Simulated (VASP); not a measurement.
A run of VASP 6.6.1:

INCAR

```
SYSTEM = AlN
ALGO = Normal
EDIFF = 1E-6
ENCUT = 600
GGA = CA
GGA_COMPAT = .False.
ISIF = 2
ISMEAR = 0
LASPH = .True.
LCHARG = .True.
LELF = .True.
LREAL = .False.
LVHAR = .True.
LWAVE = .False.
NBANDS = 11
NELM = 120
PREC = Accurate
SIGMA = 0.02
```

File KPOINTS:

```
k-points
0
Gamma
  10 10 10
  0 0 0
```

The input POSCAR:

```
AlN
1.0
    0.0000000000      2.1710498613      2.1710498613
    2.1710498613      0.0000000000      2.1710498613
    2.1710498613      2.1710498613      0.0000000000
Al N
1 1
Direct
    0.0000000000      0.0000000000      0.0000000000
    0.2500000000      0.2500000000      0.2500000000
```

Potentials or basis: VASP PAW LDA potentials, release 64 (Al, N).

Launch:

```sh
$ cat potpaw_LDA.64/Al/POTCAR potpaw_LDA.64/N/POTCAR > POTCAR
$ mpirun -np 1 vasp_std > vasp.out
```

Hardware: 1 thread of Intel Xeon 8259CL, on a shared host.

**Question.** Estimate the wall time of this run.

**Answer.** Run time: 26 s on 1 thread of Intel Xeon 8259CL, on a shared host, peak memory 0.14 GiB. Counts: scf iterations 12, k points 47.
